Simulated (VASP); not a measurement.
# Si22GeC24 (a cell with a defect) in VASP: a series of runs, part 2 of 2

VASP 6.6.1. The steps go on from the part before.

## 3. Single point, PBE

INCAR

```
PREC = Accurate
ENCUT = 520
EDIFF = 1E-6
ISMEAR = 0
SIGMA = 0.02
LREAL = Auto
LASPH = T
NELM = 60
ALGO = Normal
ISIF = 2
LWAVE = F
LCHARG = F
GGA = PE
NBANDS = 128
NELECT = 196.0
```

KPOINTS

```
regular mesh
0
Gamma
  2 2 1
```

POSCAR

```
Si22GeC24
1.0
   -3.0810000000     -5.3364490000      0.0000000000
    4.6215000000     -2.6682240000      0.0000000000
    0.0000000000      0.0000000000     15.1248000000
Si C Ge
22 24 1
Direct
    0.7496013906      0.5039428507     -0.0014139691
    0.7427808196      0.4962282170      0.5043455781
    0.4991705698      0.3403015310      0.1633110520
    0.4996025838      0.6642539350      0.6697430710
    0.4951773463      0.6824668190      0.3240136729
    0.4997829513      0.3303698524      0.8331460251
    0.4993622797      0.0061852610     -0.0017386015
    0.4988663565     -0.0049541828      0.5036922802
    0.2512605029      0.8434944519      0.1642774780
    0.2495209644      0.1624035684      0.6682600100
    0.2541225691      0.1603167014      0.3305355443
    0.2488121599      0.8308701211      0.8329521052
    0.2497747879      0.5051500858     -0.0015007802
    0.2570100034      0.4937948330      0.5035601793
    0.0015502219      0.3363886690      0.1658659288
    0.0002122998      0.6620580105      0.6662609754
   -0.0002276098      0.3316444302      0.8324409579
   -0.0003149111      0.0044188595     -0.0015584338
    0.0010573413     -0.0038514187      0.5015908310
    0.7478659042      0.8415278266      0.1632425553
    0.7502324898      0.1624689606      0.6678100867
    0.7507612002      0.8308954361      0.8329195758
    0.4990403891      0.3381887783      0.0398545435
    0.4991880864      0.6660959633      0.5468710330
    0.4995631907      0.6744488133      0.2033456971
    0.4999344653      0.3303224251      0.7090325822
    0.6830528943      0.4814352412      0.3834652359
    0.7499797930      0.4989487703      0.8739818708
    0.2491728075      0.8385401753      0.0391883529
    0.2501574577      0.1619262420      0.5441151619
    0.2521425820      0.1729757211      0.2071076642
    0.2484114858      0.8307873608      0.7089180683
    0.4944668042     -0.0075851512      0.3781392812
    0.4997567103     -0.0016656011      0.8738406458
    0.0002918241      0.3386026420      0.0399281313
    0.0004462718      0.6597375232      0.5384011028
   -0.0003517125      0.6750384884      0.1928664181
   -0.0002997428      0.3312921113      0.7082050672
    0.3153983740      0.4699431765      0.3823032371
    0.2494498130      0.4992121332      0.8740037554
    0.7498790910      0.8374279951      0.0384210700
    0.7497156617      0.1617463927      0.5430309161
    0.7487338512      0.1730139555      0.2019810510
    0.7513491359      0.8306389025      0.7086044774
    0.0088478214      0.0323687413      0.3795708373
   -0.0003127677      0.0003185898      0.8740379377
    0.7522133573      0.1608413618      0.3297668730
```

Potentials or basis: VASP PAW PBE potentials, release 64 (Si, C, Ge_d).

On the command line:

```console
$ cat potpaw_PBE.64/Si/POTCAR potpaw_PBE.64/C/POTCAR potpaw_PBE.64/Ge_d/POTCAR > POTCAR
$ mpirun -np 1 vasp_std > vasp.out
```

It took 9.1 min on 1 thread of AMD EPYC 7R13 (Zen 3), shared host; peak memory 0.53 GiB.

The run converged. Its results:

* Free energy: -361.4164 eV
* Largest force: 0.036 eV/Å

Forces in eV/Å, atoms in the order of the input:
```
Si   0.000  0.002  0.002
Si   0.009  0.008 -0.003
Si   0.001  0.006 -0.002
Si  -0.001  0.000  0.010
Si   0.000  0.007  0.012
Si  -0.008  0.004  0.000
Si   0.002 -0.004  0.001
Si   0.007  0.003 -0.007
Si   0.004  0.000  0.003
Si   0.003  0.007  0.004
Si  -0.008 -0.004  0.003
Si  -0.008  0.004  0.003
Si  -0.002  0.002  0.001
Si  -0.008 -0.008  0.001
Si  -0.002  0.001  0.007
Si  -0.005  0.004  0.005
Si  -0.007  0.005 -0.001
Si  -0.001  0.001  0.002
Si  -0.006  0.003 -0.005
Si   0.002 -0.001  0.003
Si  -0.001 -0.003  0.008
Si  -0.007  0.005  0.003
C   -0.005 -0.006 -0.002
C    0.009 -0.009  0.006
C    0.000 -0.003  0.007
C    0.006 -0.005 -0.009
C   -0.017 -0.001 -0.010
C    0.003 -0.004 -0.001
C   -0.003  0.003  0.007
C    0.003 -0.004  0.001
C   -0.001  0.004  0.003
C    0.007 -0.010 -0.006
C    0.002 -0.013 -0.012
C    0.002 -0.004  0.000
C   -0.006  0.003  0.005
C   -0.009  0.004 -0.012
C    0.005 -0.002 -0.010
C    0.011 -0.003  0.001
C    0.002  0.010 -0.008
C    0.004 -0.002  0.001
C   -0.003 -0.001  0.000
C    0.002 -0.003 -0.006
C   -0.009  0.001  0.015
C    0.010 -0.001 -0.005
C    0.029  0.014 -0.016
C   -0.001 -0.002 -0.005
Ge  -0.008 -0.008  0.007
```

Levels at points of the mesh, in eV from the Fermi level:
```tsv
k point	band 94	band 95	band 96	band 97	band 98	band 99	band 100	band 101	band 102	band 103
(0.00, 0.00, 0.00)	-0.39	-0.34	-0.30	-0.03	0.04	0.34	0.43	2.20	2.32	2.50
(0.50, 0.00, 0.00)	-0.92	-0.84	-0.62	-0.36	-0.07	0.04	0.30	1.57	3.44	3.61
(0.00, 0.50, 0.00)	-0.90	-0.89	-0.66	-0.56	-0.44	0.03	0.24	2.20	2.26	2.38
(0.50, 0.50, 0.00)	-1.13	-1.05	-0.96	-0.80	-0.75	-0.32	0.45	1.90	3.81	3.98
```

Caveat: the k points lie up to 0.59 Å⁻¹ apart; the cell carries a net charge on a neutralising background, which shifts energy and pressure; the cell is charged against a uniform background, so pressure and absolute levels hang on convention.

## 4. Single point, PBE

INCAR

```
SYSTEM = Si22GeC24
PREC     = Accurate       ! precision mode
ENCUT    = 520            ! plane-wave cutoff, eV
EDIFF    = 1E-6           ! SCF threshold, eV
ISMEAR   = 0              ! smearing method
SIGMA    = 0.02           ! smearing width, eV
LREAL    = Auto         
LASPH    = .TRUE.         ! aspherical terms in the spheres
NELM     = 60             ! most SCF steps
ALGO     = Normal         ! electronic algorithm
ISIF     = 2              ! what is computed and relaxed
LWAVE    = .FALSE.        ! write WAVECAR
LCHARG   = .FALSE.        ! write CHGCAR
GGA      = PE             ! functional
NELECT   = 196.0        
NBANDS   = 128            ! bands
```

KPOINTS

```
Automatic mesh
0
G
  2 2 1
  0 0 0
```

POSCAR

```
Si22GeC24
1.0
   -3.0810000000     -5.3364490000      0.0000000000
    4.6215000000     -2.6682240000      0.0000000000
    0.0000000000      0.0000000000     15.1248000000
Si C Ge
22 24 1
Direct
    0.7486305519      0.4919389225     -0.0023483947
    0.7487638315      0.5210919323      0.5045599281
    0.4987671178      0.3176523834      0.1625694885
    0.4988469058      0.6747015724      0.6711592881
    0.4719416287      0.6575750639      0.3191575426
    0.4983251626      0.3350558965      0.8335142944
    0.4958482081     -0.0047243689     -0.0032599439
    0.5021965249      0.0067392607      0.5062638845
    0.2434026030      0.8244815363      0.1621643923
    0.2510623310      0.1738158697      0.6702926981
    0.2713454631      0.1457129442      0.3315073257
    0.2468100015      0.8346416996      0.8337552232
    0.2483469699      0.4938892165     -0.0014866973
    0.2575581329      0.5044041128      0.5043638263
    0.0023456488      0.3183213121      0.1670332831
    0.0009849871      0.6743072045      0.6677444330
   -0.0018492324      0.3362162750      0.8325028430
   -0.0037419741     -0.0058931131     -0.0022279303
    0.0062754877      0.0135416591      0.5057833492
    0.7424778929      0.8174255951      0.1589193246
    0.7497015797      0.1774827582      0.6677269121
    0.7480965573      0.8360485758      0.8325803316
    0.4984085249      0.3254907855      0.0395131836
    0.4988021712      0.6786029405      0.5480916772
    0.4916288876      0.6544370016      0.1997873691
    0.5010206044      0.3403530201      0.7099667434
    0.7071358883      0.5808438108      0.3836166429
    0.7491994326      0.5008104407      0.8734819634
    0.2450249520      0.8282613604      0.0381542896
    0.2550137201      0.1751698089      0.5465900376
    0.2540554118      0.1518722760      0.2082555802
    0.2487586816      0.8401344797      0.7101568285
    0.5131558236     -0.0324664952      0.3802601026
    0.4977262701      0.0004512903      0.8731420581
   -0.0009624331      0.3279402236      0.0408083413
    0.0049046741      0.6765325762      0.5412855707
   -0.0076643070      0.6554967587      0.1934186898
    0.0004514536      0.3409503253      0.7084249048
    0.3057615406      0.4548134386      0.3831521078
    0.2483549388      0.5003783547      0.8743447847
    0.7452490857      0.8253314796      0.0360468899
    0.7515979120      0.1822425981      0.5409161113
    0.7506158438      0.1485538061      0.2008369697
    0.7512621327      0.8421609068      0.7079169311
    0.0281839568      0.0326159842      0.3846495160
   -0.0024683979      0.0026982291      0.8737092061
    0.7771549825      0.0732663640      0.3237956866
```

On the command line:

```console
$ cat potpaw_PBE.64/Si/POTCAR potpaw_PBE.64/C/POTCAR potpaw_PBE.64/Ge_d/POTCAR > POTCAR
$ mpirun -np 1 vasp_std > vasp.out
```

Wall time 9 min (1 thread of AMD EPYC 7R13 (Zen 3), shared host); peak memory 0.53 GiB.

Results (log left out):

| Property | Result |
| --- | --- |
| Free energy | -359.3846 eV |
| Largest force | 1.293 eV/Å |

Forces in eV/Å, atoms in the order of the input:
```
Si   0.018 -0.004  0.014
Si  -0.196  0.061  0.089
Si   0.068 -0.025  0.003
Si  -0.030 -0.011 -0.012
Si   0.098 -0.373  0.171
Si   0.002  0.011 -0.001
Si   0.010 -0.023  0.030
Si  -0.092  0.019 -0.128
Si  -0.010 -0.066  0.031
Si  -0.026  0.010 -0.044
Si   0.342  0.141 -0.026
Si  -0.004 -0.004 -0.002
Si   0.008 -0.020 -0.012
Si  -0.036 -0.027 -0.004
Si  -0.023  0.023 -0.084
Si  -0.037  0.006  0.020
Si  -0.006  0.007  0.006
Si  -0.012 -0.009  0.012
Si  -0.079  0.050 -0.040
Si   0.049 -0.022  0.125
Si  -0.056  0.027  0.033
Si  -0.007  0.009  0.015
C    0.021 -0.002  0.008
C   -0.070 -0.020 -0.022
C    0.027 -0.052  0.098
C   -0.023  0.005 -0.010
C   -1.260  0.281 -0.081
C   -0.001 -0.001  0.001
C   -0.007 -0.010  0.019
C   -0.061  0.026 -0.074
C    0.056  0.012 -0.030
C   -0.026 -0.016 -0.016
C    0.448 -0.012 -0.245
C   -0.008 -0.008  0.016
C    0.003 -0.011 -0.057
C   -0.064  0.013  0.019
C   -0.070 -0.025 -0.171
C   -0.036 -0.002  0.010
C    0.134 -0.202 -0.046
C   -0.002 -0.009 -0.011
C   -0.005 -0.029  0.057
C   -0.124  0.054  0.086
C    0.082 -0.026  0.003
C   -0.043  0.004  0.030
C   -0.007  0.303 -0.094
C   -0.014 -0.003  0.002
Ge   1.069 -0.051  0.311
```

Levels at points of the mesh, in eV from the Fermi level:
| k point | band 96 | band 97 | band 98 | band 99 | band 100 | band 101 |
| --- | --- | --- | --- | --- | --- | --- |
| (0.00, 0.00, 0.00) | -0.36 | -0.02 | 0.00 | 0.25 | 1.08 | 1.46 |
| (0.50, 0.00, 0.00) | -0.72 | -0.31 | -0.28 | 0.07 | 0.41 | 0.99 |
| (0.00, 0.50, 0.00) | -0.61 | -0.56 | -0.27 | 0.00 | 0.33 | 1.06 |
| (0.50, 0.50, 0.00) | -0.92 | -0.88 | -0.76 | 0.09 | 0.45 | 1.30 |

Caveat: the k points lie up to 0.59 Å⁻¹ apart; the cell carries a net charge on a neutralising background, which shifts energy and pressure; the cell is charged against a uniform background, so pressure and absolute levels hang on convention.
